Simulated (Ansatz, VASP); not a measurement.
**Li6AlB3 in VASP and in Ansatz**

```
CELL_PARAMETERS angstrom
4.85692 0.00000 0.00000
0.00000 4.85692 0.00000
0.00000 0.00000 4.85692
ATOMIC_POSITIONS crystal
Li 0.69538 0.50000 0.00000
Li 0.30462 0.50000 0.00000
Li 0.00000 0.69538 0.50000
Li 0.00000 0.30462 0.50000
Li 0.50000 0.00000 0.69538
Li 0.50000 0.00000 0.30462
Al 0.00000 0.00000 0.00000
B 0.50000 0.00000 0.00000
B 0.00000 0.50000 0.00000
B 0.00000 0.00000 0.50000
```

Alike in both runs: task single point; functional PBE; k mesh 4 × 4 × 4; occupations gaussian, width 0.1 eV; no spin polarisation.

|  | VASP | Ansatz |
| --- | --- | --- |
| version | VASP 6.6.1 | Ansatz 0.2.0 |
| potentials or method | VASP PAW PBE potentials, release 64 (Li_sv, Al, B), cutoff 520 eV | scalar-relativistic, plane waves, PAW |
| valence electrons in the cell | 30 | 30 |

```tsv
	VASP	Ansatz	Ansatz less VASP
gap on the k mesh at the Fermi level (eV)	none	none	-
rms of the force components (eV/Å)	2.621	2.603	-0.0188
```

Atom by atom the forces differ by 0.019 eV/Å (rms over components). A gap of «none» marks a metal or a gap that the smearing closes.

Noted on VASP's run: the cutoff is short for stress, so the pressure is rough.
